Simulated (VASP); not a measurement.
# Cs4ErTe (P6mm) in VASP: single point with PBE

Aim: the single point of Cs4ErTe with PBE.

Program: VASP 6.6.1. These are calculated values, not measurements. Logs are shortened: lines on timing, memory, paths and dates and some standing lists are left out, and cuts for length are marked.

### 1 The cell of the first run

The structure is hexagonal, space group P6mm (No. 183). The conventional cell has a = 7.072 Å, b = 7.072 Å, c = 9.653 Å, α = 90.00°, β = 90.00°, γ = 120.00°. Cs (site symmetry 3m) has 5 Cs at 4.08 to 5.00 Å and 3 Er at 4.78 Å within 5.4 Å. Cs (site symmetry 3m) has 5 Cs at 4.08 to 5.00 Å and 3 Te at 4.14 Å and 3 Er at 4.62 Å within 5.4 Å. Within 3.8 Å of Er (site symmetry 6mm) lie 1 Te at 2.86 Å. Te (site symmetry 6mm) has 1 Er at 2.86 Å within 3.8 Å.

The cell was built from a structure type or drawn by symmetry, and may not be a known phase.

### 2 Single point, PBE

The input, INCAR:

```
SYSTEM = Cs4ErTe
PREC     = Accurate       ! precision mode
ENCUT    = 500            ! plane-wave cutoff, eV
EDIFF    = 1E-6           ! SCF threshold, eV
ISMEAR   = 0              ! smearing method
SIGMA    = 0.2            ! smearing width, eV
LREAL    = .FALSE.        ! projectors in reciprocal space
LASPH    = .TRUE.         ! aspherical terms in the spheres
NELM     = 200            ! most SCF steps
ALGO     = Normal         ! electronic algorithm
ISIF     = 2              ! what is computed and relaxed
LWAVE    = .FALSE.        ! write WAVECAR
LCHARG   = .FALSE.        ! write CHGCAR
GGA      = PE             ! functional
NBANDS   = 34             ! bands
GGA_COMPAT= .FALSE.      
LMAXMIX  = 6              ! l up to which the mixer works
```

The input, KPOINTS:

```
Automatic mesh
0
G
  4 4 2
  0 0 0
```

The input, POSCAR:

```
Cs4ErTe
1.0
    7.0724508311      0.0000000037      0.0000000000
   -3.5362254188      6.1249220849      0.0000000000
    0.0000000000      0.0000000000      9.6525889224
Cs Er Te
4 1 1
Direct
    0.3333333333      0.6666666667      0.3580818908
    0.6666666667      0.3333333333      0.3580818908
    0.3333333333      0.6666666667      0.8763254269
    0.6666666667      0.3333333333      0.8763254269
    0.0000000000      0.0000000000      0.1009434708
    0.0000000000      0.0000000000      0.8049821238
```

Potentials or basis: VASP PAW PBE potentials, release 64 (Cs_sv, Er_3, Te), 4f in core.

Launch:

```console
$ cat potpaw_PBE.64/Cs_sv/POTCAR potpaw_PBE.64/Er_3/POTCAR potpaw_PBE.64/Te/POTCAR > POTCAR
$ mpirun -np 1 vasp_std > vasp.out
```

OUTCAR:

```text
SYSTEM = Cs4ErTe
   PREC = Accurate
   ENCUT = 500
   EDIFF = 1E-6
   ISMEAR = 0
   LREAL = .FALSE.
   LASPH = .TRUE.
   NELM = 200
   ISIF = 2
   GGA = PE

 ion  position               nearest neighbor table
   1  0.333  0.667  0.358-
   2  0.667  0.333  0.358-
   3  0.333  0.667  0.876-
   4  0.667  0.333  0.876-
   5  0.000  0.000  0.101-   6 2.86
   6  0.000  0.000  0.805-   5 2.86

  LATTYP: Found a hexagonal cell.
 ALAT       =     7.0724508311
 C/A-ratio  =     1.3648152745

  Lattice vectors:

 A1 = (   7.0724508311,   0.0000000037,   0.0000000000)
 A2 = (  -3.5362254188,   6.1249220849,   0.0000000000)
 A3 = (   0.0000000000,   0.0000000000,   9.6525889224)

Analysis of symmetry for initial positions (statically):
=====================================================================
 Subroutine PRICEL returns:
 Original cell was already a primitive cell.

 Routine SETGRP: Setting up the symmetry group for a
 hexagonal supercell.

 Subroutine GETGRP returns: Found 12 space group operations
 (whereof 12 operations were pure point group operations)
 out of a pool of 24 trial point group operations.

The static configuration has the point symmetry C_6v.

Analysis of symmetry for dynamics (positions and initial velocities):
=====================================================================
 Subroutine PRICEL returns:
 Original cell was already a primitive cell.

 Routine SETGRP: Setting up the symmetry group for a
 hexagonal supercell.

 Subroutine GETGRP returns: Found 12 space group operations
 (whereof 12 operations were pure point group operations)
 out of a pool of 24 trial point group operations.

The dynamic configuration has the point symmetry C_6v.

 Subroutine INISYM returns: Found 12 space group operations
 (whereof 12 operations are pure point group operations),
 and found     1 'primitive' translations

----------------------------------------------------------------------------------------

                                     Primitive cell

  volume of cell :     418.1329

  direct lattice vectors                    reciprocal lattice vectors
     7.072450831  0.000000004  0.000000000     0.141393701  0.081633692  0.000000000
    -3.536225419  6.124922085  0.000000000    -0.000000000  0.163267383  0.000000000
     0.000000000  0.000000000  9.652588922     0.000000000  0.000000000  0.103599149

  length of vectors
     7.072450831  7.072450831  9.652588922     0.163267383  0.163267383  0.103599149

  position of ions in fractional coordinates (direct lattice)
     0.333333333  0.666666667  0.358081891
     0.666666667  0.333333333  0.358081891
     0.333333333  0.666666667  0.876325427
     0.666666667  0.333333333  0.876325427
     0.000000000  0.000000000  0.100943471
     0.000000000  0.000000000  0.804982124

  ion indices of the primitive-cell ions
   primitive index   ion index
                 1           1
                 2           2
                 3           3
                 4           4
                 5           5
                 6           6

----------------------------------------------------------------------------------------

 KPOINTS: Automatic mesh

Automatic generation of k-mesh.
 Grid dimensions read from file:
 generate k-points for:    4    4    2

 Generating k-lattice:

  Cartesian coordinates                     Fractional coordinates (reciprocal lattice)
     0.035348425  0.020408423  0.000000000     0.250000000  0.000000000  0.000000000
    -0.000000000  0.040816846  0.000000000     0.000000000  0.250000000  0.000000000
     0.000000000  0.000000000  0.051799575     0.000000000  0.000000000  0.500000000

  Length of vectors
     0.040816846  0.040816846  0.051799575

  Shift w.r.t. Gamma in fractional coordinates (k-lattice)
     0.000000000  0.000000000  0.000000000

 Subroutine IBZKPT returns following result:
 ===========================================

 Found      8 irreducible k-points:

 Following reciprocal coordinates:
            Coordinates               Weight
  0.000000  0.000000  0.000000      1.000000
  0.250000  0.000000  0.000000      6.000000
  0.500000  0.000000  0.000000      3.000000
  0.250000  0.250000  0.000000      6.000000
  0.000000  0.000000  0.500000      1.000000
  0.250000  0.000000  0.500000      6.000000
  0.500000  0.000000  0.500000      3.000000
  0.250000  0.250000  0.500000      6.000000
   k-points           NKPTS =      8   k-points in BZ     NKDIM =      8   number of bands    NBANDS=     34
   number of dos      NEDOS =    301   number of ions     NIONS =      6
   total plane-waves  NPLWV = 204120
   dimension x,y,z NGX =    54 NGY =   54 NGZ =   70
   dimension x,y,z NGXF=   108 NGYF=  108 NGZF=  140
   ions per type =               4   1   1
   NGX,Y,Z   is equivalent  to a cutoff of  12.69, 12.69, 12.06 a.u.
   NGXF,Y,Z  is equivalent  to a cutoff of  25.39, 25.39, 24.11 a.u.
 SYSTEM =  Cs4ErTe
   PREC   = accura    normal or accurate (medium, high low for compatibility)
   ISTART =      0    job   : 0-new  1-cont  2-samecut
   ICHARG =      2    charge: 1-file 2-atom 10-const
   ISPIN  =      1    spin polarized calculation?
   LNONCOLLINEAR =      F non collinear calculations
   LSORBIT =      F    spin-orbit coupling
   LASPH  =      T    aspherical Exc in radial PAW
   ENCUT  =  500.0 eV  36.75 Ry    6.06 a.u.  12.89 12.89 17.60*2*pi/ulx,y,z
   NELM   =    200;   NELMIN=  2; NELMDL= -5     # of ELM steps
   EDIFF  = 0.1E-05   stopping-criterion for ELM
   LREAL  =      F    real-space projection
   EDIFFG = 0.1E-04   stopping-criterion for IOM
   NSW    =      0    number of steps for IOM
   IBRION =     -1    ionic relax: 0-MD 1-quasi-New 2-CG
   NFREE  =      0    steps in history (QN), initial steepest desc. (CG)
   ISIF   =      2    stress and relaxation
   ISYM   =      2    0-nonsym 1-usesym 2-fastsym
   POTIM  = 0.5000    time-step for ionic-motion
   TEBEG  =    0.0;   TEEND  =   0.0 temperature during run
   PSTRESS=    0.0 pullay stress
   NELECT =      51.0000    total number of electrons
   NUPDOWN=      -1.0000    fix difference up-down
   EMIN   =  10.00;   EMAX   =-10.00  energy-range for DOS
   EFERMI =   0.00;   METHOD = LEGACY
   ISMEAR =     0;   SIGMA  =   0.20  broadening in eV -4-tet -1-fermi 0-gaus
   EFERMI_NEDOS =   21; number of points for ismear=-14 and -15
   IALGO  =     38    algorithm
   IMIX   =      4    mixing-type and parameters
     AMIX     =   0.40;   BMIX     =  1.00
     AMIX_MAG =   1.60;   BMIX_MAG =  1.00
  volume/ion in A,a.u.               =      69.69       470.28
  Fermi-wavevector in a.u.,A,eV,Ry     =   0.811883  1.534236  8.968335  0.659154
  Thomas-Fermi vector in A             =   1.921324
   LORBIT       =      0    0 simple, 1 ext, 2 COOP (PROOUT), +10 PAW based schemes
   GGA     = PE    functional components
   LHFCALC =     F    Hartree Fock is set to
   AEXX    =    0.0000 exact exchange contribution
   IVDW    =     0    specifies the selected vdW correction
   LEPSILON=     F    determine dielectric tensor
   LRPA    =     F    only Hartree local field effects (RPA)
 non-spin polarized calculation
 Gauss-broadening in eV      SIGMA  =   0.20
  energy-cutoff  :      500.00
  volume of cell :      418.13
 maximum number of plane-waves:     10631
 NGX is ok and might be reduce to    54
   NGX = 25   NGY = 25   NGZ = 35

 number of electron      51.0000001 magnetization

 Free energy of the ion-electron system (eV)
  ---------------------------------------------------
  ext. energy  EPLUGINS =         0.00000000
  ---------------------------------------------------
  free energy    TOTEN  =       -11.28511759 eV

  energy without entropy =      -11.13242750  energy(sigma->0) =      -11.20877255

 E-fermi :   1.7547     XC(G=0):  -6.5999

 val. band max:        1.7112953548   @ k =   0.2500   0.2500   0.5000
 cond. band min:       1.8267078462   @ k =   0.5000   0.0000   0.5000
 fundamental gap:      0.1154124914
 Fermi energy:         1.7547174167

 k-point     1 :       0.0000    0.0000    0.0000
  band No.  band energies     occupation
      1     -24.7853      2.00000
      2     -24.7853      2.00000
      3     -24.7276      2.00000
      4     -22.0971      2.00000
      5     -22.0782      2.00000
      6     -21.9835      2.00000
[... 26 lines left out ...]
     33       3.4242      0.00000
     34       3.5097      0.00000

 k-point     2 :       0.2500    0.0000    0.0000
  band No.  band energies     occupation
      1     -24.7853      2.00000
      2     -24.7853      2.00000
      3     -24.7276      2.00000
      4     -22.0829      2.00000
      5     -22.0641      2.00000
      6     -21.9982      2.00000
[... 26 lines left out ...]
     33       3.1954      0.00000
     34       3.6947      0.00000

 k-point     3 :       0.5000    0.0000    0.0000
  band No.  band energies     occupation
      1     -24.7854      2.00000
      2     -24.7853      2.00000
      3     -24.7276      2.00000
      4     -22.0597      2.00000
      5     -22.0411      2.00000
      6     -22.0218      2.00000
[... 26 lines left out ...]
     33       2.9746      0.00000
     34       3.6317      0.00000

 k-point     4 :       0.2500    0.2500    0.0000
  band No.  band energies     occupation
      1     -24.7854      2.00000
      2     -24.7853      2.00000
      3     -24.7276      2.00000
      4     -22.0597      2.00000
      5     -22.0411      2.00000
      6     -22.0218      2.00000
[... 26 lines left out ...]
     33       3.1843      0.00000
     34       3.3076      0.00000

 k-point     5 :       0.0000    0.0000    0.5000
  band No.  band energies     occupation
      1     -24.7853      2.00000
      2     -24.7853      2.00000
      3     -24.7276      2.00000
      4     -22.0953      2.00000
      5     -22.0800      2.00000
      6     -21.9819      2.00000
[... 26 lines left out ...]
     33       3.3626      0.00000
     34       3.3878      0.00000

 k-point     6 :       0.2500    0.0000    0.5000
  band No.  band energies     occupation
      1     -24.7853      2.00000
      2     -24.7853      2.00000
      3     -24.7276      2.00000
      4     -22.0811      2.00000
      5     -22.0659      2.00000
      6     -21.9966      2.00000
[... 26 lines left out ...]
     33       3.2787      0.00000
     34       3.5663      0.00000

 k-point     7 :       0.5000    0.0000    0.5000
  band No.  band energies     occupation
      1     -24.7854      2.00000
      2     -24.7853      2.00000
      3     -24.7276      2.00000
      4     -22.0579      2.00000
      5     -22.0428      2.00000
      6     -22.0202      2.00000
[... 26 lines left out ...]
     33       2.7903      0.00000
     34       3.3578      0.00000

 k-point     8 :       0.2500    0.2500    0.5000
  band No.  band energies     occupation
      1     -24.7854      2.00000
      2     -24.7853      2.00000
      3     -24.7276      2.00000
      4     -22.0579      2.00000
      5     -22.0428      2.00000
      6     -22.0202      2.00000
[... 26 lines left out ...]
     33       3.0620      0.00000
     34       3.0798      0.00000

------------------------ aborting loop because EDIFF is reached ----------------------------------------

  FORCE on cell =-STRESS in cart. coord.  units (eV):
  Direction    XX          YY          ZZ          XY          YZ          ZX
  --------------------------------------------------------------------------------------
  -------------------------------------------------------------------------------------
  Total        0.9791036      0.9791036      0.5748017     -0.0000000     -0.0000000      0.0000000
  in kB        3.7516725      3.7516725      2.2024917     -0.0000000     -0.0000000      0.0000000
  external PRESSURE =       3.2352789 kB  Pullay stress =       0.0000000 kB

 VOLUME and BASIS-vectors are now :
 -----------------------------------------------------------------------------
  energy-cutoff  :      500.00
  volume of cell :      418.13
      direct lattice vectors                 reciprocal lattice vectors
     7.072450831  0.000000004  0.000000000     0.141393701  0.081633692  0.000000000
    -3.536225419  6.124922085  0.000000000    -0.000000000  0.163267383  0.000000000
     0.000000000  0.000000000  9.652588922     0.000000000  0.000000000  0.103599149

 POSITION                                       TOTAL-FORCE (eV/Angst)
 -----------------------------------------------------------------------------------
     -0.00000      4.08328      3.45642         0.000000     -0.000000     -0.007465
      3.53623      2.04164      3.45642        -0.000000      0.000000     -0.007465
     -0.00000      4.08328      8.45881         0.000000     -0.000000      0.004741
      3.53623      2.04164      8.45881        -0.000000      0.000000      0.004741
      0.00000      0.00000      0.97437        -0.000000      0.000000      0.052632
      0.00000      0.00000      7.77016        -0.000000      0.000000     -0.047184
 -----------------------------------------------------------------------------------
    total drift:                                0.000000      0.000000      0.001078

  FREE ENERGIE OF THE ION-ELECTRON SYSTEM (eV)
  ---------------------------------------------------
  free  energy   TOTEN  =       -11.2851175879 eV

  energy  without entropy=      -11.1324275047  energy(sigma->0) =      -11.20877255
```

Wall time 1.8 min (1 thread of Intel Xeon 6975P-C (Granite Rapids), shared host); peak memory 0.5 GiB.

Results:

- Free energy: -11.2851 eV
- Pressure: 0.3 GPa
- Largest force: 0.053 eV/Å
- Band gap on the k mesh: zero (an odd number of electrons rules out a gap without spin polarisation)

Forces on the atoms (eV/Å):
```
Cs   0.000  0.000 -0.007
Cs   0.000  0.000 -0.007
Cs   0.000  0.000  0.005
Cs   0.000  0.000  0.005
Er   0.000  0.000  0.053
Te   0.000  0.000 -0.047
```

Caveat: spin-orbit coupling is left out, which moves the levels of the heavy elements; the 4f electrons are frozen in the core, so they carry no moment and show no levels.
